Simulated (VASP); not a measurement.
# Ru (Fm-3m) in VASP: further runs, part 2 of 2

VASP 6.6.1. The steps go on from the part before.

## Step 5: Single point, r2SCAN

This run uses another cell than the first one, of 13.56 Å³/atom.

The input, POSCAR:

```
Ru
1.0
    0.0000000000      1.8928712005      1.8928712005
    1.8928712005      0.0000000000      1.8928712005
    1.8928712005      1.8928712005      0.0000000000
Ru
1
Direct
    0.0000000000      0.0000000000      0.0000000000
```

The input, INCAR.step1:

```
  PREC = Accurate
  ENCUT = 520
  ISMEAR = -1
  SIGMA = 0.1
  LREAL = F
  LASPH = T
  NELM = 80
  NBANDS = 13
  GGA = PE
  ALGO = Normal
  EDIFF = 1E-4
  LWAVE = T
  LCHARG = F
```

The input, INCAR.step2:

```
  PREC = Accurate
  ENCUT = 520
  EDIFF = 1E-6
  ISMEAR = -1
  SIGMA = 0.1
  LREAL = F
  LASPH = T
  NELM = 80
  ALGO = Normal
  ISIF = 2
  LWAVE = F
  LCHARG = F
  METAGGA = R2SCAN
  LMIXTAU = T
  NBANDS = 13
  ISTART = 1
```

The input, KPOINTS:

```
regular mesh
0
Gamma
  15 15 15
```

Potentials or basis: VASP PAW PBE potentials, release 64 (Ru_pv).

Launch:

```sh
cat potpaw_PBE.64/Ru_pv/POTCAR > POTCAR
cp INCAR.step1 INCAR
mpirun -np 1 vasp_std > vasp.out
cp INCAR.step2 INCAR
mpirun -np 1 vasp_std > vasp.out
```

OUTCAR:

```text
PREC = Accurate
   ENCUT = 520
   EDIFF = 1E-6
   ISMEAR = -1
   LREAL = F
   LASPH = T
   NELM = 80
   ISIF = 2
   METAGGA = R2SCAN
   ISTART = 1

 ion  position               nearest neighbor table
   1  0.000  0.000  0.000-

  LATTYP: Found a face centered cubic cell.
 ALAT       =     3.7857424010

  Lattice vectors:

 A1 = (   0.0000000000,   1.8928712005,   1.8928712005)
 A2 = (   1.8928712005,   0.0000000000,   1.8928712005)
 A3 = (   1.8928712005,   1.8928712005,   0.0000000000)

Analysis of symmetry for initial positions (statically):
=====================================================================
 Subroutine PRICEL returns:
 Original cell was already a primitive cell.

 Routine SETGRP: Setting up the symmetry group for a
 face centered cubic supercell.

 Subroutine GETGRP returns: Found 48 space group operations
 (whereof 48 operations were pure point group operations)
 out of a pool of 48 trial point group operations.

The static configuration has the point symmetry O_h .

Analysis of symmetry for dynamics (positions and initial velocities):
=====================================================================
 Subroutine PRICEL returns:
 Original cell was already a primitive cell.

 Routine SETGRP: Setting up the symmetry group for a
 face centered cubic supercell.

 Subroutine GETGRP returns: Found 48 space group operations
 (whereof 48 operations were pure point group operations)
 out of a pool of 48 trial point group operations.

The dynamic configuration has the point symmetry O_h .

 Subroutine INISYM returns: Found 48 space group operations
 (whereof 48 operations are pure point group operations),
 and found     1 'primitive' translations

----------------------------------------------------------------------------------------

                                     Primitive cell

[... 112 lines left out ...]
   LORBIT       =      0    0 simple, 1 ext, 2 COOP (PROOUT), +10 PAW based schemes
   METAGGA = R2SCAN    functional components
   LHFCALC =     F    Hartree Fock is set to
   AEXX    =    0.0000 exact exchange contribution
   IVDW    =     0    specifies the selected vdW correction
   LEPSILON=     F    determine dielectric tensor
   LRPA    =     F    only Hartree local field effects (RPA)
 non-spin polarized calculation
  energy-cutoff  :      520.00
  volume of cell :       13.56
 maximum number of plane-waves:       375
   NGX =  9   NGY =  9   NGZ =  9

 number of electron      14.0000005 magnetization

 Free energy of the ion-electron system (eV)
  ---------------------------------------------------
  ext. energy  EPLUGINS =         0.00000000
  ---------------------------------------------------
  free energy    TOTEN  =       -25.32519951 eV

  energy without entropy =      -25.29402039  energy(sigma->0) =      -25.30960995

 E-fermi :  12.6367     XC(G=0): -15.4105

 val. band max:       12.6266871061   @ k =   0.1333   0.0667   0.0000
 cond. band min:      12.6404298823   @ k =  -0.2667   0.2667   0.0000
 fundamental gap:      0.0137427762
 Fermi energy:        12.6367427471

 k-point     1 :       0.0000    0.0000    0.0000
  band No.  band energies     occupation
      1     -31.1178      2.00000
      2     -31.1178      2.00000
      3     -31.1178      2.00000
      4       4.3869      2.00000
      5       9.9665      2.00000
      6       9.9665      2.00000
      7       9.9665      2.00000
      8      12.5104      1.55929
      9      12.5104      1.55929
     10      21.1770      0.00000
     11      28.3714      0.00000
     12      34.4906      0.00000
     13      34.4906      0.00000
[... 354 lines left out ...]
  band No.  band energies     occupation
      1     -31.4505      2.00000
      2     -31.2234      2.00000
      3     -31.2139      2.00000
      4       5.9809      2.00000
      5       8.9029      2.00000
      6      10.7220      2.00000
      7      10.8300      2.00000
      8      11.6147      1.99993
      9      12.9444      0.08821
     10      21.1769      0.00000
     11      30.9883      0.00000
     12      31.6235      0.00000
     13      34.9231      0.00000

 [... further k-points ...]

------------------------ aborting loop because EDIFF is reached ----------------------------------------

  FORCE on cell =-STRESS in cart. coord.  units (eV):
  Direction    XX          YY          ZZ          XY          YZ          ZX
  --------------------------------------------------------------------------------------
  -------------------------------------------------------------------------------------
  Total        0.1174955      0.1174955      0.1174955      0.0000000      0.0000000      0.0000000
  in kB       13.8783778     13.8783778     13.8783778      0.0000000      0.0000000      0.0000000
  external PRESSURE =      13.8783778 kB  Pullay stress =       0.0000000 kB

 VOLUME and BASIS-vectors are now :
 -----------------------------------------------------------------------------
  energy-cutoff  :      520.00
  volume of cell :       13.56
      direct lattice vectors                 reciprocal lattice vectors
     0.000000000  1.892871200  1.892871200    -0.264148982  0.264148982  0.264148982
     1.892871200  0.000000000  1.892871200     0.264148982 -0.264148982  0.264148982
     1.892871200  1.892871200  0.000000000     0.264148982  0.264148982 -0.264148982

 POSITION                                       TOTAL-FORCE (eV/Angst)
 -----------------------------------------------------------------------------------
      0.00000      0.00000      0.00000         0.000000      0.000000      0.000000
 -----------------------------------------------------------------------------------
    total drift:                                0.000000      0.000000      0.000000

  FREE ENERGIE OF THE ION-ELECTRON SYSTEM (eV)
  ---------------------------------------------------
  free  energy   TOTEN  =       -25.3251995082 eV

  energy  without entropy=      -25.2940203913  energy(sigma->0) =      -25.30960995
```

OSZICAR.step1:

```text
N       E                     dE             d eps       ncg     rms          rms(c)
DAV:   1     0.105976570110E+03    0.10598E+03   -0.84401E+03  3128   0.116E+03
DAV:   2    -0.855522525847E+01   -0.11453E+03   -0.10972E+03  3370   0.324E+02
DAV:   3    -0.979536034268E+01   -0.12401E+01   -0.12349E+01  3530   0.370E+01
DAV:   4    -0.979891856134E+01   -0.35582E-02   -0.35581E-02  3360   0.213E+00
DAV:   5    -0.979894184885E+01   -0.23288E-04   -0.23287E-04  3565   0.157E-01    0.126E+01
DAV:   6    -0.918396619563E+01    0.61498E+00   -0.96912E-01  3190   0.131E+01    0.343E+00
DAV:   7    -0.914055088319E+01    0.43415E-01   -0.73785E-02  3440   0.339E+00    0.859E-01
DAV:   8    -0.913640334888E+01    0.41475E-02   -0.39889E-03  3170   0.843E-01    0.130E-01
DAV:   9    -0.913642597801E+01   -0.22629E-04   -0.49395E-05  1995   0.100E-01
   1 F= -.91364260E+01 E0= -.91201882E+01  d E =-.324755E-01
```

It took 1.8 min on 1 thread of Intel Xeon 8259CL, shared host; peak memory 0.14 GiB.

Results:

| Property | Result |
| --- | --- |
| Free energy | -25.3252 eV |
| Pressure | 1.4 GPa |
| Band gap on the k mesh | zero (bands 7 and 8 overlap by 3.67 eV) |

Caveat: an empty level that is flat over the whole mesh can mark a ghost state of the potentials, or a narrow d or f band; the PAW data sets were made with another functional, which shifts forces and pressure a little.

## Step 6: Single point, r2SCAN

This run uses another cell than the first one, of 13.56 Å³/atom.

POSCAR is that of step 5.

The input, INCAR.step1:

```
SYSTEM = Ru
ALGO = Normal
EDIFF = 1E-4
ENCUT = 520
GGA = PE
ISMEAR = -1
LASPH = .TRUE.
LCHARG = .FALSE.
LREAL = .FALSE.
LWAVE = .TRUE.
NBANDS = 13
NELM = 60
PREC = Accurate
SIGMA = 0.1
```

The input, INCAR.step2:

```
SYSTEM = Ru
ALGO = Normal
EDIFF = 1E-6
ENCUT = 520
ISIF = 2
ISMEAR = -1
ISTART = 1
LASPH = .TRUE.
LCHARG = .FALSE.
LMIXTAU = .TRUE.
LREAL = .FALSE.
LWAVE = .FALSE.
METAGGA = R2SCAN
NBANDS = 13
NELM = 60
PREC = Accurate
SIGMA = 0.1
```

The input, KPOINTS:

```
k-points
0
G
  15 15 15
  0 0 0
```

Potentials or basis: VASP PAW PBE potentials, release 64 (Ru_pv).

Launch:

```sh
cat potpaw_PBE.64/Ru_pv/POTCAR > POTCAR
cp INCAR.step1 INCAR
mpirun -np 1 vasp_std > vasp.out
cp INCAR.step2 INCAR
mpirun -np 1 vasp_std > vasp.out
```

Run time: 1.7 min. Hardware: 1 thread of Intel Xeon 8259CL, shared host; peak memory 0.14 GiB.

The run converged. Its results:

| Quantity | Value |
| --- | --- |
| Free energy | -25.3252 eV |
| Pressure | 1.4 GPa |
| Band gap on the k mesh | zero (bands 7 and 8 overlap by 3.67 eV) |

Levels at points of the mesh, in eV from the Fermi level:
| k point | band 4 | band 5 | band 6 | band 7 | band 8 | band 9 | band 10 | band 11 |
| --- | --- | --- | --- | --- | --- | --- | --- | --- |
| (0.00, 0.00, 0.00) | -8.25 | -2.67 | -2.67 | -2.67 | -0.13 | -0.13 | 8.54 | 15.73 |

Caveat: an empty level that is flat over the whole mesh can mark a ghost state of the potentials, or a narrow d or f band; the PAW data sets were made with another functional, which shifts forces and pressure a little.

## Step 7: Summary

| cell | gap on the mesh (eV) | pressure (GPa) |
| --- | --- | --- |
| a = 2.621 Å, angles 60.0°, 1 atom | none | 26.2 |
| a = 2.649 Å, angles 60.0°, 1 atom | none | 12.7 |
| a = 2.677 Å, angles 60.0°, 1 atom | none | 1.4 |

Alike in all rows: task single point; level r2SCAN; potentials or basis VASP PAW PBE potentials, release 64 (Ru_pv); no spin polarisation; k mesh 15 × 15 × 15; cutoff (eV) 520; smearing fermi-dirac 0.1 eV.

Caveats: an empty level that is flat over the whole mesh can mark a ghost state of the potentials, or a narrow d or f band; the PAW data sets were made with another functional, which shifts forces and pressure a little; the cell stands under pressure (at least some runs).

Absolute energies hang on the potentials; compare differences alone.
